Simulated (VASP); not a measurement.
Runs of VASP 6.6.1 on Ge. The structure is that of space group P6/mmm (No. 191), or close to it. The cells are those of the table. 

```tsv
task	cell	k mesh	cutoff (eV)	gap on the mesh (eV)	pressure (GPa)	relaxed volume (Å³/atom)
relaxation of cell and atoms	relaxed from a = 2.805, b = 2.805, c = 2.755 Å, angles 90.0, 90.0, 120.0°, 1 atom	9 × 9 × 6	600	none	0.0	18.08
single point	a = 2.836, b = 2.836, c = 2.639 Å, angles 90.0, 90.0, 120.0°, 1 atom	24 × 24 × 22	520	none	-0.1	-
relaxation of cell and atoms	relaxed from a = 2.824, b = 2.824, c = 2.617 Å, angles 90.0, 90.0, 120.0°, 1 atom	24 × 24 × 22	600	none	-0.1	(a)
single point	a = 2.824, b = 2.824, c = 2.617 Å, angles 90.0, 90.0, 120.0°, 1 atom	9 × 9 × 6	520	none	-0.1	-
```

Alike in all rows: level PBEsol; potentials or basis VASP PAW PBE potentials, release 64 (Ge_d); no spin polarisation; smearing gaussian 0.1 eV.

Estimate the missing entries.

(a) 18.42.

Caveats: some runs use coarse meshes; the PAW data sets were made with another functional, which shifts forces and pressure a little.

A k mesh can miss the band edges, and the runs leave out spin-orbit coupling on Ge.

A gap of «none» marks levels without a gap at the run's occupations.
